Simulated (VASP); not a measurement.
Set up this calculation in VASP 6.6.1, as the native input.

```yaml
Task: electric field gradients
Functional: PBE
Potentials_or_basis: VASP PAW PBE potentials, release 64 (B, N)
Cutoff: 520 eV
k_mesh: 16 × 16 × 16
Occupations: fermi-dirac, width 0.03 eV
Spin: no spin polarisation
Dipole_correction: no
Further_INCAR_settings: ALGO = Normal; EDIFF = 1e-08; NBANDS = 11
```

The structure of BN (zincblende type) lies in POSCAR:

```
BN
1.0
    0.0000000000      1.8001893609      1.8001893609
    1.8001893609      0.0000000000      1.8001893609
    1.8001893609      1.8001893609      0.0000000000
B N
1 1
Direct
    0.0000000000      0.0000000000      0.0000000000
    0.2500000000      0.2500000000      0.2500000000
```

This cell differs from its parent crystal: volume scaled by 0.98.

These files were run (other wordings do the same):

INCAR

```
PREC = Accurate
ENCUT = 520
EDIFF = 1E-8
ISMEAR = -1
SIGMA = 0.03
LREAL = F
LASPH = T
NELM = 80
ALGO = Normal
ISIF = 2
LWAVE = F
LCHARG = F
GGA = PE
LEFG = T
NBANDS = 11
```

KPOINTS

```
Automatic mesh
0
Gamma
  16 16 16
```

Potentials or basis: VASP PAW PBE potentials, release 64 (B, N).

The run is started by

```console
$ cat potpaw_PBE.64/B/POTCAR potpaw_PBE.64/N/POTCAR > POTCAR
$ mpirun -np 1 vasp_std > vasp.out
```

It gave:

| Quantity | Value |
| --- | --- |
| Pressure | 8.1 GPa |
| Band gap on the k mesh | 4.47 eV, indirect (least direct gap 8.88 eV) |

Caveat: without QUAD_EFG the Cq values of the log hold for a quadrupole moment of 1 mb, not for the nuclei.

It took 12 s on 1 thread of Intel(R) Xeon(R) Platinum 8488C (Sapphire Rapids) (shared host), peak memory 0.13 GiB.
